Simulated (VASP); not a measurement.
Fe, 3 atoms in the cell. The structure is hexagonal, space group P6/mmm (No. 191). Conventional cell: a = 3.938 Å, b = 3.938 Å, c = 2.475 Å, α = 90.00°, β = 90.00°, γ = 120.00°. Within 3.3 Å of Fe (site symmetry 6/mmm) lie 14 Fe at 2.48 to 2.59 Å. Within 3.0 Å of Fe (site symmetry -6m2) lie 11 Fe at 2.27 to 2.59 Å.  This cell differs from its parent crystal: volume scaled by 1.04.

- Program: VASP 6.6.1
- Task: single point
- Functional: RPBE
- Potentials or basis: VASP PAW PBE potentials, release 64 (Fe)
- Cutoff: 520 eV
- k mesh: 11 × 11 × 14
- Occupations: fermi-dirac, width 0.1 eV
- Spin: no spin polarisation
- Dipole correction: no
- Further INCAR settings: ALGO = Normal; EDIFF = 1e-06; NBANDS = 19

Potentials or basis: VASP PAW PBE potentials, release 64 (Fe).

The run is started by

```console
$ cat potpaw_PBE.64/Fe/POTCAR > POTCAR
$ mpirun -np 1 vasp_std > vasp.out
```

Hardware: 1 thread of AMD EPYC 7R43 64-Core Processor (Zen 3), on a shared host.

Question: Estimate the wall time of this run.

Answer: Run time: 110 s on 1 thread of AMD EPYC 7R43 64-Core Processor (Zen 3), on a shared host, peak memory 0.15 GiB. Counts: scf iterations 15, k points 128.
